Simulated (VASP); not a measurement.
LiH: single point with PBEsol

LiH:

```
CELL_PARAMETERS angstrom
1.98957 -1.98957 0.00000
1.98957 0.00000 -1.98957
8.35620 7.56037 7.95829
ATOMIC_POSITIONS crystal
Li 0.90833 0.00000 0.45835
Li 0.27500 0.33333 0.29168
Li 0.54166 0.66667 0.62502
Li 0.80833 0.00000 0.95835
Li 0.17500 0.33333 0.79168
Li 0.64166 0.66667 0.12502
H 0.59166 0.66667 0.37502
H 0.95833 0.00000 0.20835
H 0.22500 0.33333 0.54168
H 0.49166 0.66667 0.87502
H 0.85833 0.00000 0.70835
H 0.32500 0.33333 0.04168
```

This cell differs from its parent crystal: the part above a cut slid along it.

| Item | Value |
| --- | --- |
| Program | VASP 6.6.1 |
| Task | single point |
| Functional | PBEsol |
| Potentials or basis | VASP PAW PBE potentials, release 64 (Li_sv, H) |
| Cutoff | 520 eV |
| k mesh | 9 × 9 × 2 |
| Occupations | gaussian, width 0.05 eV |
| Spin | no spin polarisation |

| Item | Value |
| --- | --- |
| Largest force | 0.797 eV/Å |
| Band gap on the k mesh | 2.71 eV (least direct gap 2.92 eV) |

Forces in eV/Å, atoms in the order of the input:
```
Li  -0.009 -0.008 -0.008
Li  -0.009 -0.009 -0.008
Li  -0.011 -0.006 -0.008
Li  -0.065 -0.769 -0.015
Li  -0.029 -0.004 -0.014
Li  -0.048  0.057  0.051
H    0.009  0.008  0.008
H    0.010  0.010  0.008
H    0.011  0.006  0.008
H    0.095 -0.080 -0.030
H    0.022 -0.003  0.007
H    0.024  0.797  0.001
```

Levels at points of the mesh, in eV from the valence-band top:
```csv
k point,band 9,band 10,band 11,band 12,band 13,band 14,band 15,band 16
"(0.00, 0.00, 0.00)",-5.13,-3.85,-3.82,-2.80,4.75,7.15,7.22,12.34
"(0.00, 0.00, 0.50)",-4.58,-4.55,-3.16,-3.09,5.39,5.46,9.58,9.67
```

Wall time 6.8 min on 1 thread of Oxide Virtual Turin-like Processor, with other jobs on the host, peak memory 0.27 GiB.

Caveat: the cell differs from its parent crystal (the part above a cut slid along it); the PAW data sets were made with another functional, which shifts forces and pressure a little. A k mesh can miss the band edges.
